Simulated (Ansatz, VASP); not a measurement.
# MgO: VASP beside Ansatz

```xyz
4
Lattice="3.4864 0.0000 0.0000 -1.7432 3.0193 0.0000 0.0000 0.0000 3.5513" Properties=species:S:1:pos:R:3 pbc="T T T"
Mg    1.7432    1.0064    2.6635
Mg    0.0000    2.0129    0.8878
O     1.7432    1.0064    0.8878
O     0.0000    2.0129    2.6635
```

Change from the starting cell: strain -0.1500 x Voigt [0, 0, 1, 0, 0, 0], atoms carried along.

Alike in both runs: task single point; functional PBEsol; k mesh 9 × 9 × 6; occupations gaussian, width 0.05 eV; no spin polarisation.

```csv
,VASP,Ansatz
version,VASP 6.6.1,Ansatz 0.2.0
potentials or method,"VASP PAW PBE potentials, release 64 (Mg, O), cutoff 520 eV","scalar-relativistic, plane waves, PAW"
valence electrons in the cell,16,32
```

|  | VASP | Ansatz | Ansatz less VASP |
| --- | --- | --- | --- |
| gap on the k mesh at the Fermi level (eV) | 3.99 | 3.98 | 0.000 |
| least direct gap on the mesh (eV) | 3.99 | 3.98 | 0.000 |
| pressure (GPa) | 47.4 | 46.6 | -0.77 |
| traceless stress, the component that is largest in VASP (GPa) | 62.36 | 60.68 | -1.678 |

VASP's potentials were made for PBE, not for PBEsol. Both programs put the cell under a high pressure, so it lies far from rest at this level. With one functional, cell and mesh, what is left measures potentials, basis and numerics. VASP's potentials hold 16 valence electrons a cell and Ansatz's 32, so a difference there can come from the potentials and not from the codes.
